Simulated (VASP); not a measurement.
# ZnS (Wurtzite-2H) (P6_3mc) in VASP: notebook

Runs on ZnS (Wurtzite-2H). Level: r2SCAN. Tasks: relaxation of cell and atoms.

Program: VASP 6.6.1. These are calculated values, not measurements. Logs are shortened: lines on timing, memory, paths and dates and some standing lists are left out, and cuts for length are marked.

### Step 1. The cell of the first run

The structure is hexagonal, space group P6_3mc (No. 186). Conventional cell: a = 3.811 Å, b = 3.811 Å, c = 6.234 Å, α = 90.00°, β = 90.00°, γ = 120.00°. Zn (site symmetry 3m) has 4 S at 2.31 to 2.40 Å within 3.1 Å. Within 3.1 Å of S (site symmetry 3m) lie 4 Zn at 2.31 to 2.40 Å.

### Step 2. Relaxation of cell and atoms, r2SCAN

Input file POSCAR:

```
ZnS
1.0
    3.8110000000      0.0000000000      0.0000000000
   -1.9055000000      3.3004230000      0.0000000000
    0.0000000000      0.0000000000      6.2340000000
Zn S
2 2
Direct
    0.3333333333      0.6666666667      0.0000000000
    0.6666666667      0.3333333333      0.5000000000
    0.3333333333      0.6666666667      0.3850000000
    0.6666666667      0.3333333333      0.8850000000
```

Input file INCAR.step1:

```
SYSTEM = ZnS
ALGO = Normal
EDIFF = 1E-4
ENCUT = 600
GGA = PE
ISMEAR = 0
LASPH = .True.
LCHARG = .False.
LREAL = .False.
LWAVE = .True.
NELM = 80
PREC = Accurate
SIGMA = 0.01
```

Input file INCAR.step2:

```
SYSTEM = ZnS
ALGO = Normal
EDIFF = 1E-6
EDIFFG = -0.03
ENCUT = 600
IBRION = 2
ISIF = 3
ISMEAR = 0
ISTART = 1
LASPH = .True.
LCHARG = .False.
LMIXTAU = .True.
LREAL = .False.
LWAVE = .False.
METAGGA = R2SCAN
NELM = 80
NSW = 80
PREC = Accurate
SIGMA = 0.01
```

Input file KPOINTS:

```
k-points
0
Gamma
  6 6 4
  0 0 0
```

Potentials or basis: VASP PAW PBE potentials, release 64 (Zn, S).

Run with:

```
> cat potpaw_PBE.64/Zn/POTCAR potpaw_PBE.64/S/POTCAR > POTCAR
> cp INCAR.step1 INCAR
> mpirun -np 1 vasp_std > vasp.out
> cp INCAR.step2 INCAR
> mpirun -np 1 vasp_std > vasp.out
```

OUTCAR:

```text
SYSTEM = ZnS
   EDIFF = 1E-6
   EDIFFG = -0.03
   ENCUT = 600
   IBRION = 2
   ISIF = 3
   ISMEAR = 0
   ISTART = 1
   LASPH = .True.
   LREAL = .False.
   METAGGA = R2SCAN
   NELM = 80
   NSW = 80
   PREC = Accurate

 ion  position               nearest neighbor table
   1  0.333  0.667  0.000-   4 2.31   4 2.31   4 2.31   3 2.40
   2  0.667  0.333  0.500-   3 2.31   3 2.31   3 2.31   4 2.40
   3  0.333  0.667  0.385-   2 2.31   2 2.31   2 2.31   1 2.40
   4  0.667  0.333  0.885-   1 2.31   1 2.31   1 2.31   2 2.40

  LATTYP: Found a hexagonal cell.
 ALAT       =     3.8110000000
 C/A-ratio  =     1.6357911309

  Lattice vectors:

 A1 = (   3.8110000000,   0.0000000000,   0.0000000000)
 A2 = (  -1.9055000000,   3.3004230000,   0.0000000000)
 A3 = (   0.0000000000,   0.0000000000,   6.2340000000)

Analysis of symmetry for initial positions (statically):
=====================================================================
 Subroutine PRICEL returns:
 Original cell was already a primitive cell.

 Routine SETGRP: Setting up the symmetry group for a
 hexagonal supercell.

 Subroutine GETGRP returns: Found 12 space group operations
 (whereof  6 operations were pure point group operations)
 out of a pool of 24 trial point group operations.

The static configuration has the point symmetry C_3v.
 The point group associated with its full space group is C_6v.

Analysis of symmetry for dynamics (positions and initial velocities):
=====================================================================
 Subroutine PRICEL returns:
 Original cell was already a primitive cell.

 Routine SETGRP: Setting up the symmetry group for a
 hexagonal supercell.

 Subroutine GETGRP returns: Found 12 space group operations
 (whereof  6 operations were pure point group operations)
 out of a pool of 24 trial point group operations.

The dynamic configuration has the point symmetry C_3v.
 The point group associated with its full space group is C_6v.

 Subroutine INISYM returns: Found 12 space group operations
 (whereof  6 operations are pure point group operations),
 and found     1 'primitive' translations

----------------------------------------------------------------------------------------

                                     Primitive cell
[... 76 lines left out ...]
   dimension x,y,z NGX =    30 NGY =   30 NGZ =   50
   dimension x,y,z NGXF=    60 NGYF=   60 NGZF=  100
   ions per type =               2   2
   NGX,Y,Z   is equivalent  to a cutoff of  13.09, 13.09, 13.33 a.u.
   NGXF,Y,Z  is equivalent  to a cutoff of  26.17, 26.17, 26.67 a.u.
 SYSTEM =  ZnS
   PREC   = accura    normal or accurate (medium, high low for compatibility)
   ISTART =      1    job   : 0-new  1-cont  2-samecut
   ICHARG =      0    charge: 1-file 2-atom 10-const
   ISPIN  =      1    spin polarized calculation?
   LNONCOLLINEAR =      F non collinear calculations
   LSORBIT =      F    spin-orbit coupling
   LASPH  =      T    aspherical Exc in radial PAW
   ENCUT  =  600.0 eV  44.10 Ry    6.64 a.u.   7.61  7.61 12.45*2*pi/ulx,y,z
   NELM   =     80;   NELMIN=  2; NELMDL=  0     # of ELM steps
   EDIFF  = 0.1E-05   stopping-criterion for ELM
   LREAL  =      F    real-space projection
   EDIFFG = -.3E-01   stopping-criterion for IOM
   NSW    =     80    number of steps for IOM
   IBRION =      2    ionic relax: 0-MD 1-quasi-New 2-CG
   NFREE  =      1    steps in history (QN), initial steepest desc. (CG)
   ISIF   =      3    stress and relaxation
   ISYM   =      2    0-nonsym 1-usesym 2-fastsym
   POTIM  = 0.5000    time-step for ionic-motion
   TEBEG  =    0.0;   TEEND  =   0.0 temperature during run
   PSTRESS=    0.0 pullay stress
   NELECT =      36.0000    total number of electrons
   NUPDOWN=      -1.0000    fix difference up-down
   EMIN   =  10.00;   EMAX   =-10.00  energy-range for DOS
   EFERMI =   0.00;   METHOD = LEGACY
   ISMEAR =     0;   SIGMA  =   0.01  broadening in eV -4-tet -1-fermi 0-gaus
   EFERMI_NEDOS =   21; number of points for ismear=-14 and -15
   IALGO  =     38    algorithm
   IMIX   =      4    mixing-type and parameters
     AMIX     =   0.40;   BMIX     =  1.00
     AMIX_MAG =   1.60;   BMIX_MAG =  1.00
  volume/ion in A,a.u.               =      19.60       132.29
  Fermi-wavevector in a.u.,A,eV,Ry     =   1.262943  2.386617 21.701646  1.595026
  Thomas-Fermi vector in A             =   2.396326
   LORBIT       =      0    0 simple, 1 ext, 2 COOP (PROOUT), +10 PAW based schemes
   METAGGA = R2SCAN    functional components
   LHFCALC =     F    Hartree Fock is set to
   AEXX    =    0.0000 exact exchange contribution
   IVDW    =     0    specifies the selected vdW correction
   LEPSILON=     F    determine dielectric tensor
   LRPA    =     F    only Hartree local field effects (RPA)
 conjugate gradient relaxation of ions
 non-spin polarized calculation
 Gauss-broadening in eV      SIGMA  =   0.01
  energy-cutoff  :      600.00
  volume of cell :       78.41
 maximum number of plane-waves:      2647
   NGX = 15   NGY = 15   NGZ = 25

--------------------------------------- Ionic step        1  -------------------------------------------

 number of electron      36.0000045 magnetization

 Free energy of the ion-electron system (eV)
  ---------------------------------------------------
  ext. energy  EPLUGINS =         0.00000000
  ---------------------------------------------------
  free energy    TOTEN  =       -37.70127630 eV

  energy without entropy =      -37.70127630  energy(sigma->0) =      -37.70127630

------------------------ aborting loop because EDIFF is reached ----------------------------------------

  FORCE on cell =-STRESS in cart. coord.  units (eV):
  Direction    XX          YY          ZZ          XY          YZ          ZX
  --------------------------------------------------------------------------------------
  -------------------------------------------------------------------------------------
  Total        0.3845020      0.3845021     -0.5589281      0.0000000      0.0000000      0.0000000
  in kB        7.8565860      7.8565869    -11.4206591      0.0000000      0.0000000      0.0000000
  external PRESSURE =       1.4308379 kB  Pullay stress =       0.0000000 kB
[... 291 lines left out ...]
--------------------------------------- Ionic step        9  -------------------------------------------

 number of electron      36.0000006 magnetization

 Free energy of the ion-electron system (eV)
  ---------------------------------------------------
  ext. energy  EPLUGINS =         0.00000000
  ---------------------------------------------------
  free energy    TOTEN  =       -37.72325565 eV

  energy without entropy =      -37.72325565  energy(sigma->0) =      -37.72325565

 E-fermi :   1.9618     XC(G=0): -10.3143

 val. band max:        1.9202274670   @ k =   0.0000   0.0000   0.0000
 cond. band min:       4.7120495689   @ k =   0.0000   0.0000   0.0000
 fundamental gap:      2.7918221020
 Fermi energy:         1.9617544831

 k-point     1 :       0.0000    0.0000    0.0000
  band No.  band energies     occupation
      1     -11.8333      2.00000
      2     -10.8696      2.00000
      3      -4.6161      2.00000
      4      -4.6010      2.00000
      5      -4.6010      2.00000
      6      -4.5098      2.00000
[... 545 lines left out ...]
  FREE ENERGIE OF THE ION-ELECTRON SYSTEM (eV)
  ---------------------------------------------------
  free  energy   TOTEN  =       -37.7232556504 eV

  energy  without entropy=      -37.7232556504  energy(sigma->0) =      -37.72325565

 reached required accuracy - stopping structural energy minimisation
```

OUTCAR.step1:

```text
SYSTEM = ZnS
   EDIFF = 1E-4
   ENCUT = 600
   GGA = PE
   ISMEAR = 0
   LASPH = .True.
   LREAL = .False.
   NELM = 80
[... 748 lines left out ...]
      1.90550      1.10014      3.11700        -0.000000     -0.000000      0.323563
     -0.00000      2.20028      2.40009        -0.000000      0.000000     -0.323563
      1.90550      1.10014      5.51709         0.000000     -0.000000     -0.323563
 -----------------------------------------------------------------------------------
    total drift:                               -0.000000     -0.000000      0.001149

  FREE ENERGIE OF THE ION-ELECTRON SYSTEM (eV)
  ---------------------------------------------------
  free  energy   TOTEN  =       -13.6509013402 eV

  energy  without entropy=      -13.6509013402  energy(sigma->0) =      -13.65090134
```

OSZICAR.step1:

```text
N       E                     dE             d eps       ncg     rms          rms(c)
DAV:   1     0.252053513426E+03    0.25205E+03   -0.19033E+04   924   0.218E+03
DAV:   2     0.955287294765E+01   -0.24250E+03   -0.23685E+03   972   0.410E+02
DAV:   3    -0.139454641272E+02   -0.23498E+02   -0.23396E+02  1104   0.126E+02
DAV:   4    -0.145013013965E+02   -0.55584E+00   -0.55516E+00  1086   0.198E+01
DAV:   5    -0.145117241857E+02   -0.10423E-01   -0.10421E-01  1110   0.264E+00    0.992E+00
DAV:   6    -0.136359393731E+02    0.87578E+00   -0.20618E+00  1466   0.440E+01    0.775E+00
DAV:   7    -0.136684051373E+02   -0.32466E-01   -0.20086E+00   996   0.823E+00    0.337E+00
DAV:   8    -0.136497222655E+02    0.18683E-01   -0.12001E-01  1242   0.484E+00    0.115E+00
DAV:   9    -0.136505127572E+02   -0.79049E-03   -0.21777E-02  1270   0.272E+00    0.287E-01
DAV:  10    -0.136506622896E+02   -0.14953E-03   -0.14289E-03  1074   0.461E-01    0.179E-01
DAV:  11    -0.136509008956E+02   -0.23861E-03   -0.35710E-04   902   0.134E-01    0.946E-02
DAV:  12    -0.136509013402E+02   -0.44461E-06   -0.23623E-05   678   0.808E-02
   1 F= -.13650901E+02 E0= -.13650901E+02  d E =-.108555E-37
```

Run time: 14 min. Hardware: 1 thread of Intel Xeon 6975P-C, shared host; peak memory 0.25 GiB.

Results:

```
Free energy                            : -37.7233 eV
Relaxed volume                         : 19.58 Å³/atom
Relaxed cell                           : a = 3.807 Å, b = 3.807 Å, c = 6.240 Å, α = 90.00°, β = 90.00°, γ = 120.00°
Space group after relaxing (to 0.05 Å) : P6_3mc (No. 186)
Energy gained by relaxing              : 5.5 meV/atom
Ionic steps                            : 9
Pressure after relaxing                : 0.1 GPa
Largest force after relaxing           : 0.003 eV/Å
Band gap on the k mesh                 : 2.79 eV, direct
```

Forces on the atoms (eV/Å):
```
Zn   0.000  0.000 -0.003
Zn   0.000  0.000 -0.003
S    0.000  0.000  0.003
S    0.000  0.000  0.003
```

The path:
```
step  energy change (eV)  largest force (eV/Å)  pressure (GPa)  volume (Å³)
   1              0.0000                0.3188            0.14        78.41
   2             -0.0157                0.1164           -0.18        78.61
   3             -0.0161                0.0751           -0.22        78.64
   4             -0.0198                0.0359            0.05        78.36
   5             -0.0211                0.0066            0.24        78.16
   6             -0.0206                0.0542            0.61        77.77
   7             -0.0214                0.0140            0.35        78.03
   8             -0.0217                0.0042           -0.18        78.55
   9             -0.0220                0.0033            0.08        78.32
```

Final structure:
```cif
data_structure
_symmetry_space_group_name_H-M 'P 1'
_symmetry_Int_Tables_number 1
_cell_length_a 3.8071
_cell_length_b 3.8071
_cell_length_c 6.2399
_cell_angle_alpha 90.000
_cell_angle_beta 90.000
_cell_angle_gamma 120.000
_cell_volume 78.32
loop_
_atom_site_label
_atom_site_type_symbol
_atom_site_fract_x
_atom_site_fract_y
_atom_site_fract_z
_atom_site_occupancy
Zn1 Zn 0.33333 0.66667 0.00531 1
Zn2 Zn 0.66667 0.33333 0.50531 1
S1 S 0.33333 0.66667 0.37969 1
S2 S 0.66667 0.33333 0.87969 1
```

Levels at points of the mesh, in eV from the valence-band top:
| k point | band 15 | band 16 | band 17 | band 18 | band 19 | band 20 | band 21 | band 22 |
| --- | --- | --- | --- | --- | --- | --- | --- | --- |
| (0.00, 0.00, 0.00) | -0.92 | -0.08 | 0.00 | 0.00 | 2.79 | 3.61 | 6.79 | 6.79 |
| (0.50, 0.00, 0.00) | -3.36 | -2.31 | -1.73 | -0.91 | 4.04 | 4.78 | 5.46 | 7.37 |
| (0.00, 0.00, 0.50) | -0.48 | -0.48 | -0.48 | -0.48 | 4.11 | 4.11 | 7.25 | 7.25 |
| (0.50, 0.00, 0.50) | -1.68 | -1.68 | -1.66 | -1.66 | 3.97 | 3.97 | 5.66 | 5.66 |

Caveat: the PAW data sets were made with another functional, which shifts forces and pressure a little.

### Step 3. Relaxation of cell and atoms, r2SCAN, target pressure 10 GPa, at which the enthalpy is minimised

POSCAR is that of step 2.

Input file INCAR.step1:

```
ALGO = Normal
EDIFF = 1E-4
ENCUT = 600
GGA = PE
ISMEAR = 0
LASPH = True
LCHARG = False
LREAL = False
LWAVE = True
NELM = 80
PREC = Accurate
SIGMA = 0.01
```

Input file INCAR.step2:

```
ALGO = Normal
EDIFF = 1E-6
EDIFFG = -0.03
ENCUT = 600
IBRION = 2
ISIF = 3
ISMEAR = 0
ISTART = 1
LASPH = True
LCHARG = False
LMIXTAU = True
LREAL = False
LWAVE = False
METAGGA = R2SCAN
NELM = 80
NSW = 80
PREC = Accurate
PSTRESS = 100.0
SIGMA = 0.01
```

Input file KPOINTS:

```
k-points
0
Gamma
  6 6 4
```

Potentials or basis: VASP PAW PBE potentials, release 64 (Zn, S).

Run with:

```
> cat potpaw_PBE.64/Zn/POTCAR potpaw_PBE.64/S/POTCAR > POTCAR
> cp INCAR.step1 INCAR
> mpirun -np 1 vasp_std > vasp.out
> cp INCAR.step2 INCAR
> mpirun -np 1 vasp_std > vasp.out
```

OUTCAR:

```text
EDIFF = 1E-6
   EDIFFG = -0.03
   ENCUT = 600
   IBRION = 2
   ISIF = 3
   ISMEAR = 0
   ISTART = 1
   LASPH = True
   LREAL = False
   METAGGA = R2SCAN
   NELM = 80
   NSW = 80
   PREC = Accurate
   PSTRESS = 100.0

 ion  position               nearest neighbor table
   1  0.333  0.667  0.000-   4 2.31   4 2.31   4 2.31   3 2.40
   2  0.667  0.333  0.500-   3 2.31   3 2.31   3 2.31   4 2.40
   3  0.333  0.667  0.385-   2 2.31   2 2.31   2 2.31   1 2.40
   4  0.667  0.333  0.885-   1 2.31   1 2.31   1 2.31   2 2.40

  LATTYP: Found a hexagonal cell.
 ALAT       =     3.8110000000
 C/A-ratio  =     1.6357911309

  Lattice vectors:

 A1 = (   3.8110000000,   0.0000000000,   0.0000000000)
 A2 = (  -1.9055000000,   3.3004230000,   0.0000000000)
 A3 = (   0.0000000000,   0.0000000000,   6.2340000000)

Analysis of symmetry for initial positions (statically):
[... 186 lines left out ...]
  external PRESSURE =     -98.5691621 kB  Pullay stress =     100.0000000 kB
[... 103 lines left out ...]
  energy  without entropy=      -37.4900777558  energy(sigma->0) =      -37.49007776

  enthalpy is  TOTEN    =       -33.0789903631 eV   P V=        4.4110873927

[... ionic steps 4 to 8 ...]

--------------------------------------- Ionic step        9  -------------------------------------------

 number of electron      36.0000009 magnetization

------------------------ aborting loop because EDIFF is reached ----------------------------------------
[... 75 lines left out ...]
--------------------------------------- Ionic step       11  -------------------------------------------

 number of electron      36.0000008 magnetization

 Free energy of the ion-electron system (eV)
  ---------------------------------------------------
  ext. energy  EPLUGINS =         0.00000000
  ---------------------------------------------------
  free energy    TOTEN  =       -37.50629057 eV

  energy without entropy =      -37.50629057  energy(sigma->0) =      -37.50629057

 E-fermi :   3.0490     XC(G=0): -10.8475

 val. band max:        2.9722264098   @ k =   0.0000   0.0000   0.0000
 cond. band min:       6.2445594642   @ k =   0.0000   0.0000   0.0000
 fundamental gap:      3.2723330544
 Fermi energy:         3.0490424944

 k-point     1 :       0.0000    0.0000    0.0000
  band No.  band energies     occupation
      1     -11.6058      2.00000
      2     -10.4477      2.00000
      3      -4.0774      2.00000
      4      -4.0410      2.00000
      5      -4.0409      2.00000
      6      -3.9282      2.00000
[... 549 lines left out ...]
  energy  without entropy=      -37.5062905670  energy(sigma->0) =      -37.50629057

  enthalpy is  TOTEN    =       -33.0941424579 eV   P V=        4.4121481090

 reached required accuracy - stopping structural energy minimisation
```

OUTCAR.step1:

```text
EDIFF = 1E-4
   ENCUT = 600
   GGA = PE
   ISMEAR = 0
[... 750 lines left out ...]
     -0.00000      2.20028      0.00000         0.000000     -0.000000      0.323563
      1.90550      1.10014      3.11700        -0.000000     -0.000000      0.323563
     -0.00000      2.20028      2.40009        -0.000000      0.000000     -0.323563
      1.90550      1.10014      5.51709         0.000000     -0.000000     -0.323563
 -----------------------------------------------------------------------------------
    total drift:                               -0.000000     -0.000000      0.001149

  FREE ENERGIE OF THE ION-ELECTRON SYSTEM (eV)
  ---------------------------------------------------
  free  energy   TOTEN  =       -13.6509013402 eV

  energy  without entropy=      -13.6509013402  energy(sigma->0) =      -13.65090134
```

OSZICAR.step1:

```text
N       E                     dE             d eps       ncg     rms          rms(c)
DAV:   1     0.252053513426E+03    0.25205E+03   -0.19033E+04   924   0.218E+03
DAV:   2     0.955287294765E+01   -0.24250E+03   -0.23685E+03   972   0.410E+02
DAV:   3    -0.139454641272E+02   -0.23498E+02   -0.23396E+02  1104   0.126E+02
DAV:   4    -0.145013013965E+02   -0.55584E+00   -0.55516E+00  1086   0.198E+01
DAV:   5    -0.145117241857E+02   -0.10423E-01   -0.10421E-01  1110   0.264E+00    0.992E+00
DAV:   6    -0.136359393731E+02    0.87578E+00   -0.20618E+00  1466   0.440E+01    0.775E+00
DAV:   7    -0.136684051373E+02   -0.32466E-01   -0.20086E+00   996   0.823E+00    0.337E+00
DAV:   8    -0.136497222655E+02    0.18683E-01   -0.12001E-01  1242   0.484E+00    0.115E+00
DAV:   9    -0.136505127572E+02   -0.79049E-03   -0.21777E-02  1270   0.272E+00    0.287E-01
DAV:  10    -0.136506622896E+02   -0.14953E-03   -0.14289E-03  1074   0.461E-01    0.179E-01
DAV:  11    -0.136509008956E+02   -0.23861E-03   -0.35710E-04   902   0.134E-01    0.946E-02
DAV:  12    -0.136509013402E+02   -0.44461E-06   -0.23623E-05   678   0.808E-02
   1 F= -.13650901E+02 E0= -.13650901E+02  d E =-.108555E-37
```

Run time: 18 min. Hardware: 1 thread of Intel Xeon 6975P-C, shared host; peak memory 0.25 GiB.

What came out:

```yaml
Free_energy: -37.5063 eV
Relaxed_volume: 17.67 Å³/atom
Relaxed_cell: a = 3.671 Å, b = 3.671 Å, c = 6.058 Å, α = 90.00°, β = 90.00°, γ = 120.00°
Space_group_after_relaxing_to_0.05_Å: P6_3mc (No. 186)
Energy_change_on_relaxing_the_enthalpy_is_what_falls: +48.7 meV/atom
Ionic_steps: 11
Pressure_after_relaxing: 10.1 GPa
Band_gap_on_the_k_mesh: 3.27 eV, direct
```

Forces on the atoms (eV/Å):
```
Zn   0.000  0.000 -0.003
Zn   0.000  0.000 -0.003
S    0.000  0.000  0.003
S    0.000  0.000  0.003
```

Step by step:
```tsv
step	energy change (eV)	largest force (eV/Å)	pressure (GPa)	volume (Å³)
1	0.0000	0.3188	0.14	78.41
2	0.6950	0.1751	20.96	65.50
3	0.2112	0.2922	10.34	70.67
4	0.2021	0.2932	10.00	70.82
5	0.1915	0.0295	9.86	70.86
6	0.1917	0.0578	9.86	70.86
7	0.1963	0.0391	10.06	70.73
8	0.2059	0.0099	10.39	70.53
9	0.2118	0.0075	10.55	70.43
10	0.1680	0.0038	9.27	71.15
11	0.1950	0.0029	10.10	70.69
```

Final structure:
```
Zn S
1.0
     3.67078    0.00000    0.00000
    -1.83539    3.17899    0.00000
     0.00000    0.00000    6.05777
Zn S
2 2
Direct
  0.33333 0.66667 0.00643
  0.66667 0.33333 0.50643
  0.33333 0.66667 0.37857
  0.66667 0.33333 0.87857
```

Caveat: the cell is relaxed towards a set pressure, so the enthalpy falls and the energy may rise; the PAW data sets were made with another functional, which shifts forces and pressure a little. r2SCAN opens gaps a little over a GGA but as a rule still falls short of measured ones.
